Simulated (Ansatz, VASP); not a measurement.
## Two plane-wave programs on Be

```
Be
1.0
     2.26219    0.00000    0.00000
    -1.13109    1.95911    0.00000
     0.00000    0.00000    3.56649
Be
2
Direct
  0.33333 0.66667 0.25000
  0.66667 0.33333 0.75000
```

Alike in both runs: functional PBE; k mesh 19 × 19 × 11; occupations fermi-dirac, width 0.05 eV; no spin polarisation.

Ansatz relaxed the structure, and its values are those at the end. VASP's run is a single point on that final structure, the one shown.

```csv
,VASP,Ansatz
version,VASP 6.6.1,Ansatz 0.2.0
potentials or method,"VASP PAW PBE potentials, release 64 (Be), cutoff 520 eV",plane-wave PAW DFT
valence electrons in the cell,4,4
```

```csv
,VASP,Ansatz,Ansatz less VASP
pressure (GPa),0.2,0.0,-0.19
```

With one functional, cell and mesh, what is left measures potentials, basis and numerics.
